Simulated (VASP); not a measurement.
# MgO2 (R-3m) in VASP: notebook

The runs below take MgO2 through single point, with r2SCAN.

All numbers are computed with VASP 6.6.1; they aren't measurements. Logs are shortened: lines on timing, memory, paths and dates and some standing lists are left out, and cuts for length are marked.

### Step 1. The cell of the first run

The structure is trigonal, space group R-3m (No. 166). The conventional cell has a = 3.290 Å, b = 3.290 Å, c = 9.958 Å, α = 90.00°, β = 90.00°, γ = 120.00°. Within 2.8 Å of Mg (site symmetry -3m) lie 6 O at 2.12 Å. Within 1.9 Å of O (site symmetry 3m) lie 1 O at 1.42 Å.

### Step 2. Single point, r2SCAN (strain +0.025 along x and y, -0.050 along z)

POSCAR

```
MgO2
1.0
    1.6448800414      0.9496719347      3.3192799312
   -1.6448800414      0.9496719347      3.3192799312
    0.0000000000     -1.8993438694      3.3192799312
Mg O
1 2
Direct
    0.0000000000      0.0000000000      0.0000000000
    0.4287860000      0.4287860000      0.4287860000
    0.5712140000      0.5712140000      0.5712140000
```

INCAR.step1

```
PREC = Accurate ; ENCUT = 520
ISMEAR = 0 ; SIGMA = 0.05
LREAL = F ; LASPH = T
NELM = 100 ; NBANDS = 14
GGA = PE ; ALGO = Normal
EDIFF = 1E-4 ; LWAVE = T
LCHARG = F
```

INCAR.step2

```
PREC = Accurate ; ENCUT = 520
EDIFF = 1E-6 ; ISMEAR = 0
SIGMA = 0.05 ; LREAL = F
LASPH = T ; NELM = 100
ALGO = Normal ; ISIF = 2
LWAVE = F ; LCHARG = T
METAGGA = R2SCAN ; LMIXTAU = T
LELF = T ; LVHAR = T
NBANDS = 14 ; ISTART = 1
```

KPOINTS

```
regular mesh
0
Gamma
  12 12 12
```

Potentials or basis: VASP PAW PBE potentials, release 64 (Mg, O).

Started as:

```bash
cat potpaw_PBE.64/Mg/POTCAR potpaw_PBE.64/O/POTCAR > POTCAR
cp INCAR.step1 INCAR
mpirun -np 1 vasp_std > vasp.out
cp INCAR.step2 INCAR
mpirun -np 1 vasp_std > vasp.out
```

OUTCAR:

```text
PREC = Accurate
   ENCUT = 520
   EDIFF = 1E-6
   ISMEAR = 0
   LREAL = F
   LASPH = T
   NELM = 100
   ISIF = 2
   METAGGA = R2SCAN
   ISTART = 1

 ion  position               nearest neighbor table
   1  0.000  0.000  0.000-   3 2.12   3 2.12   2 2.12   2 2.12   3 2.12   2 2.12
   2  0.429  0.429  0.429-   3 1.42   1 2.12   1 2.12   1 2.12
   3  0.571  0.571  0.571-   2 1.42   1 2.12   1 2.12   1 2.12

  LATTYP: Found a trigonal (rhomboedric) cell.
 ALAT       =     3.8242811607
 COS(alpha) =     0.6300024660

  Lattice vectors:

 A1 = (   1.6448800414,   0.9496719347,   3.3192799312)
 A2 = (  -1.6448800414,   0.9496719347,   3.3192799312)
 A3 = (   0.0000000000,  -1.8993438694,   3.3192799312)

Analysis of symmetry for initial positions (statically):
=====================================================================
 Subroutine PRICEL returns:
 Original cell was already a primitive cell.

 Routine SETGRP: Setting up the symmetry group for a
 trigonal (rhombohedral) supercell.

 Subroutine GETGRP returns: Found 12 space group operations
 (whereof 12 operations were pure point group operations)
 out of a pool of 12 trial point group operations.

The static configuration has the point symmetry D_3d.

Analysis of symmetry for dynamics (positions and initial velocities):
=====================================================================
 Subroutine PRICEL returns:
 Original cell was already a primitive cell.

 Routine SETGRP: Setting up the symmetry group for a
 trigonal (rhombohedral) supercell.

 Subroutine GETGRP returns: Found 12 space group operations
 (whereof 12 operations were pure point group operations)
 out of a pool of 12 trial point group operations.

The dynamic configuration has the point symmetry D_3d.

 Subroutine INISYM returns: Found 12 space group operations
 (whereof 12 operations are pure point group operations),
 and found     1 'primitive' translations

----------------------------------------------------------------------------------------

                                     Primitive cell

  volume of cell :      31.1102

  direct lattice vectors                    reciprocal lattice vectors
     1.644880041  0.949671935  3.319279931     0.303973534  0.175499202  0.100423387
    -1.644880041  0.949671935  3.319279931    -0.303973534  0.175499202  0.100423387
[... 97 lines left out ...]
   PSTRESS=    0.0 pullay stress
   NELECT =      14.0000    total number of electrons
   NUPDOWN=      -1.0000    fix difference up-down
   EMIN   =  10.00;   EMAX   =-10.00  energy-range for DOS
   EFERMI =   0.00;   METHOD = LEGACY
   ISMEAR =     0;   SIGMA  =   0.05  broadening in eV -4-tet -1-fermi 0-gaus
   EFERMI_NEDOS =   21; number of points for ismear=-14 and -15
   IALGO  =     38    algorithm
   IMIX   =      4    mixing-type and parameters
     AMIX     =   0.40;   BMIX     =  1.00
     AMIX_MAG =   1.60;   BMIX_MAG =  1.00
  volume/ion in A,a.u.               =      10.37        69.98
  Fermi-wavevector in a.u.,A,eV,Ry     =   1.254536  2.370730 21.413679  1.573861
  Thomas-Fermi vector in A             =   2.388336
   LORBIT       =      0    0 simple, 1 ext, 2 COOP (PROOUT), +10 PAW based schemes
   METAGGA = R2SCAN    functional components
   LHFCALC =     F    Hartree Fock is set to
   AEXX    =    0.0000 exact exchange contribution
   IVDW    =     0    specifies the selected vdW correction
   LEPSILON=     F    determine dielectric tensor
   LRPA    =     F    only Hartree local field effects (RPA)
 non-spin polarized calculation
 Gauss-broadening in eV      SIGMA  =   0.05
  energy-cutoff  :      520.00
  volume of cell :       31.11
 maximum number of plane-waves:       853
   NGX = 15   NGY = 15   NGZ = 15

 number of electron      13.9999997 magnetization

 Free energy of the ion-electron system (eV)
  ---------------------------------------------------
  ext. energy  EPLUGINS =         0.00000000
  ---------------------------------------------------
  free energy    TOTEN  =       -21.38189476 eV

  energy without entropy =      -21.38189476  energy(sigma->0) =      -21.38189476

 E-fermi :   2.9142     XC(G=0): -10.7159

 val. band max:        2.7136202956   @ k =   0.5000   0.5000   0.5000
 cond. band min:       6.3598533178   @ k =   0.3333   0.3333   0.3333
 fundamental gap:      3.6462330222
 Fermi energy:         2.9141774541

 k-point     1 :       0.0000    0.0000    0.0000
  band No.  band energies     occupation
      1     -20.6644      2.00000
      2     -12.4028      2.00000
      3      -5.3173      2.00000
      4      -1.5121      2.00000
      5      -1.5121      2.00000
      6       1.7635      2.00000
      7       1.7635      2.00000
      8       7.1536      0.00000
      9       9.1735      0.00000
     10      16.4389      0.00000
     11      17.4320      0.00000
     12      17.4320      0.00000
     13      18.5291      0.00000
     14      19.6207      0.00000
[... 377 lines left out ...]
      1     -20.2283      2.00000
      2     -12.8867      2.00000
      3      -4.4283      2.00000
      4      -3.5682      2.00000
      5      -2.1166      2.00000
      6       1.1998      2.00000
      7       1.7693      2.00000
      8       8.5610      0.00000
      9      11.9278      0.00000
     10      12.8518      0.00000
     11      16.1518      0.00000
     12      18.2420      0.00000
     13      18.8975      0.00000
     14      19.8429      0.00000

 [... further k-points ...]

------------------------ aborting loop because EDIFF is reached ----------------------------------------

  FORCE on cell =-STRESS in cart. coord.  units (eV):
  Direction    XX          YY          ZZ          XY          YZ          ZX
  --------------------------------------------------------------------------------------
  -------------------------------------------------------------------------------------
  Total       -2.2708080     -2.2708080      4.3979774      0.0000000      0.0000000      0.0000000
  in kB     -116.9467167   -116.9467167    226.4960375      0.0000000      0.0000000      0.0000000
  external PRESSURE =      -2.4657986 kB  Pullay stress =       0.0000000 kB

 VOLUME and BASIS-vectors are now :
 -----------------------------------------------------------------------------
  energy-cutoff  :      520.00
  volume of cell :       31.11
      direct lattice vectors                 reciprocal lattice vectors
     1.644880041  0.949671935  3.319279931     0.303973534  0.175499202  0.100423387
    -1.644880041  0.949671935  3.319279931    -0.303973534  0.175499202  0.100423387
     0.000000000 -1.899343869  3.319279931     0.000000000 -0.350998404  0.100423387

 POSITION                                       TOTAL-FORCE (eV/Angst)
 -----------------------------------------------------------------------------------
      0.00000      0.00000      0.00000        -0.000000      0.000000      0.000000
      0.00000      0.00000      4.26978         0.000000     -0.000000     -2.238999
      0.00000      0.00000      5.68806         0.000000     -0.000000      2.238999
 -----------------------------------------------------------------------------------
    total drift:                               -0.000000      0.000000      0.000000

  FREE ENERGIE OF THE ION-ELECTRON SYSTEM (eV)
  ---------------------------------------------------
  free  energy   TOTEN  =       -21.3818947573 eV

  energy  without entropy=      -21.3818947573  energy(sigma->0) =      -21.38189476
```

OUTCAR.step1:

```text
PREC = Accurate
   ENCUT = 520
   ISMEAR = 0
   LREAL = F
[... 634 lines left out ...]
      0.00000      0.00000      0.00000         0.000000      0.000000      0.000000
      0.00000      0.00000      4.26978         0.000000     -0.000000     -2.226605
      0.00000      0.00000      5.68806         0.000000      0.000000      2.226605
 -----------------------------------------------------------------------------------
    total drift:                               -0.000000     -0.000000      0.000000

  FREE ENERGIE OF THE ION-ELECTRON SYSTEM (eV)
  ---------------------------------------------------
  free  energy   TOTEN  =       -16.2063588795 eV

  energy  without entropy=      -16.2063588795  energy(sigma->0) =      -16.20635888
```

OSZICAR.step1:

```text
N       E                     dE             d eps       ncg     rms          rms(c)
DAV:   1     0.505792152414E+02    0.50579E+02   -0.75643E+03  5764   0.911E+02
DAV:   2    -0.153081437231E+02   -0.65887E+02   -0.60918E+02  6992   0.198E+02
DAV:   3    -0.177922955385E+02   -0.24842E+01   -0.24774E+01  6150   0.378E+01
DAV:   4    -0.178015634935E+02   -0.92680E-02   -0.92675E-02  6494   0.265E+00
DAV:   5    -0.178016107883E+02   -0.47295E-04   -0.47295E-04  6200   0.177E-01    0.875E+00
DAV:   6    -0.163202494730E+02    0.14814E+01   -0.24563E+00  5736   0.130E+01    0.359E+00
DAV:   7    -0.162069366273E+02    0.11331E+00   -0.20552E-01  6084   0.389E+00    0.175E+00
DAV:   8    -0.162046377936E+02    0.22988E-02   -0.66530E-02  5460   0.243E+00    0.266E-01
DAV:   9    -0.162063383780E+02   -0.17006E-02   -0.13682E-02  5706   0.875E-01    0.111E-01
DAV:  10    -0.162063588795E+02   -0.20502E-04   -0.89252E-04  6318   0.266E-01
   1 F= -.16206359E+02 E0= -.16206359E+02  d E =-.114495E-15
```

Run time: 7.1 min. Hardware: 1 thread of Intel Xeon 8259CL, shared host; peak memory 0.23 GiB.

Results:

```
Free energy            : -21.3819 eV
Pressure               : -0.2 GPa
Largest force          : 2.239 eV/Å
Band gap on the k mesh : 3.65 eV (least direct gap 3.86 eV)
```

Forces on the atoms (eV/Å):
```
Mg   0.000  0.000  0.000
O    0.000  0.000 -2.239
O    0.000  0.000  2.239
```

Caveat: the cell differs from its parent crystal (strain +0.025 along x and y, -0.050 along z); the PAW data sets were made with another functional, which shifts forces and pressure a little. A k mesh can miss the band edges.

### Step 3. Single point, r2SCAN (strain +0.025 along x and y, -0.025 along z)

POSCAR

```
MgO2
1.0
    1.6448800414      0.9496719347      3.4066294030
   -1.6448800414      0.9496719347      3.4066294030
    0.0000000000     -1.8993438694      3.4066294030
Mg O
1 2
Direct
    0.0000000000      0.0000000000      0.0000000000
    0.4287860000      0.4287860000      0.4287860000
    0.5712140000      0.5712140000      0.5712140000
```

INCAR.step1

```
SYSTEM = MgO2
ALGO = Normal
EDIFF = 1E-4
ENCUT = 520
GGA = PE
ISMEAR = 0
LASPH = .True.
LCHARG = .False.
LREAL = .False.
LWAVE = .True.
NBANDS = 14
NELM = 100
PREC = Accurate
SIGMA = 0.05
```

INCAR.step2

```
SYSTEM = MgO2
ALGO = Normal
EDIFF = 1E-7
ENCUT = 520
ISIF = 2
ISMEAR = 0
ISTART = 1
LASPH = .True.
LCHARG = .False.
LMIXTAU = .True.
LREAL = .False.
LWAVE = .False.
METAGGA = R2SCAN
NBANDS = 14
NELM = 100
PREC = Accurate
SIGMA = 0.05
```

KPOINTS

```
k-points
0
Gamma
  12 12 12
  0 0 0
```

Potentials or basis: VASP PAW PBE potentials, release 64 (Mg, O).

Started as:

```bash
cat potpaw_PBE.64/Mg/POTCAR potpaw_PBE.64/O/POTCAR > POTCAR
cp INCAR.step1 INCAR
mpirun -np 1 vasp_std > vasp.out
cp INCAR.step2 INCAR
mpirun -np 1 vasp_std > vasp.out
```

It took 8.6 min on 1 thread of Intel Xeon 8259CL, shared host; peak memory 0.23 GiB.

The run converged. Its results:

| Quantity | Value |
| --- | --- |
| Free energy | -21.4590 eV |
| Pressure | -5.6 GPa |
| Largest force | 1.163 eV/Å |
| Band gap on the k mesh | 3.49 eV (least direct gap 3.50 eV) |

Forces in eV/Å, atoms in the order of the input:
```
Mg   0.000  0.000  0.000
O    0.000  0.000 -1.163
O    0.000  0.000  1.163
```

Stress tensor (GPa, compression positive):
```
-11.97   0.00   0.00
  0.00 -11.97   0.00
  0.00   0.00   7.19
```

Levels at points of the mesh, in eV from the valence-band top:
| k point | band 3 | band 4 | band 5 | band 6 | band 7 | band 8 | band 9 | band 10 | band 11 | band 12 |
| --- | --- | --- | --- | --- | --- | --- | --- | --- | --- | --- |
| (0.00, 0.00, 0.00) | -7.67 | -3.82 | -3.82 | -0.87 | -0.87 | 4.65 | 6.02 | 13.25 | 15.02 | 15.02 |
| (0.50, 0.00, 0.00) | -6.72 | -6.30 | -4.09 | -1.32 | -0.93 | 5.40 | 8.82 | 10.27 | 13.22 | 14.99 |
| (0.50, 0.50, 0.00) | -6.06 | -5.62 | -4.83 | -2.01 | -0.06 | 4.75 | 7.92 | 11.05 | 13.21 | 13.81 |
| (0.50, 0.50, 0.50) | -4.97 | -4.36 | -4.36 | 0.00 | 0.00 | 3.50 | 5.03 | 10.26 | 14.21 | 14.21 |

Caveat: the cell differs from its parent crystal (strain +0.025 along x and y, -0.025 along z); the cell stands under tension; the PAW data sets were made with another functional, which shifts forces and pressure a little.

### Step 4. Single point, r2SCAN (strain +0.000 along x and y, +0.025 along z)

POSCAR

```
MgO2
1.0
    1.6047610160      0.9265092046      3.5813283468
   -1.6047610160      0.9265092046      3.5813283468
    0.0000000000     -1.8530184092      3.5813283468
Mg O
1 2
Direct
    0.0000000000      0.0000000000      0.0000000000
    0.4287860000      0.4287860000      0.4287860000
    0.5712140000      0.5712140000      0.5712140000
```

INCAR.step1

```
PREC = Accurate
ENCUT = 520
ISMEAR = 0
SIGMA = 0.05
LREAL = F
LASPH = T
NELM = 80
NBANDS = 14
GGA = PE
ALGO = Normal
EDIFF = 1E-4
LWAVE = T
LCHARG = F
```

INCAR.step2

```
PREC = Accurate
ENCUT = 520
EDIFF = 1E-6
ISMEAR = 0
SIGMA = 0.05
LREAL = F
LASPH = T
NELM = 80
ALGO = Normal
ISIF = 2
LWAVE = F
LCHARG = F
METAGGA = R2SCAN
LMIXTAU = T
NBANDS = 14
ISTART = 1
```

KPOINTS

```
Automatic mesh
0
Gamma
  12 12 12
```

Started as:

```bash
cat potpaw_PBE.64/Mg/POTCAR potpaw_PBE.64/O/POTCAR > POTCAR
cp INCAR.step1 INCAR
mpirun -np 1 vasp_std > vasp.out
cp INCAR.step2 INCAR
mpirun -np 1 vasp_std > vasp.out
```

Wall time 8.4 min (1 thread of Intel Xeon 8259CL, shared host); peak memory 0.23 GiB.

Results (log left out):

| Item | Value |
| --- | --- |
| Free energy | -21.4955 eV |
| Pressure | -9.9 GPa |
| Largest force | 0.553 eV/Å |
| Band gap on the k mesh | 2.41 eV |

Forces on the atoms (eV/Å):
```
Mg   0.000  0.000  0.000
O    0.000  0.000  0.553
O    0.000  0.000 -0.553
```

Stress tensor (GPa, compression positive):
```
 -6.18   0.00   0.00
  0.00  -6.18   0.00
  0.00   0.00 -17.37
```

Levels at points of the mesh, in eV from the valence-band top:
```
           k point  band 4  band 5  band 6  band 7  band 8  band 9  band 10  band 11
(0.00, 0.00, 0.00)   -3.08   -3.08   -0.75   -0.75    5.16    5.45    12.77    14.79
(0.50, 0.00, 0.00)   -5.76   -3.42   -1.19   -1.17    4.43    9.57    11.30    13.53
(0.50, 0.50, 0.00)   -5.13   -4.07   -2.10   -0.16    3.71    8.92    12.07    13.23
(0.50, 0.50, 0.50)   -3.58   -3.58    0.00    0.00    2.41    6.01    10.15    15.44
```

Caveat: the cell differs from its parent crystal (strain +0.000 along x and y, +0.025 along z); the cell stands under tension; the PAW data sets were made with another functional, which shifts forces and pressure a little. A k mesh can miss the band edges.

(Continued in part 2 of 2.)
